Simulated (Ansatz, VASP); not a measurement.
# One calculation of Mg2O, two programs

```
Mg O
1.0
     5.57784    0.00000    0.00000
     0.00000    3.62899    2.93568
     0.00000   -3.62899    2.93568
Mg O
4 2
Direct
  0.25460 0.24698 0.25248
  0.74540 0.25248 0.24698
  0.25460 0.75248 0.74698
  0.74540 0.74698 0.75248
  0.50000 0.99977 0.99977
  0.50000 0.49977 0.49977
```

Alike in both runs: functional PBE; k mesh 4 × 4 × 4; occupations gaussian, width 0.2 eV; no spin polarisation.

Ansatz relaxed the structure, and its values are those at the end. VASP's run is a single point on that final structure, the one shown.

```csv
,VASP,Ansatz
version,VASP 6.6.1,Ansatz 0.2.0
potentials or method,"VASP PAW PBE potentials, release 64 (Mg, O), cutoff 600 eV","scalar-relativistic, plane waves, PAW"
valence electrons in the cell,20,52
```

VASP gave:

* gap on the k mesh at the Fermi level (eV): none
* pressure (GPa): -0.2
* rms of the force components (eV/Å): 0.012

Question: Estimate Ansatz's values.

Answer: gap on the k mesh at the Fermi level (eV): none; pressure (GPa): 0.0; rms of the force components (eV/Å): 0.005.

A gap of «none» marks a metal or a gap that the smearing closes. The functional is the same, so the differences come from potentials, cutoffs and numerics. VASP's potentials hold 20 valence electrons a cell and Ansatz's 52, so a difference there can come from the potentials and not from the codes.
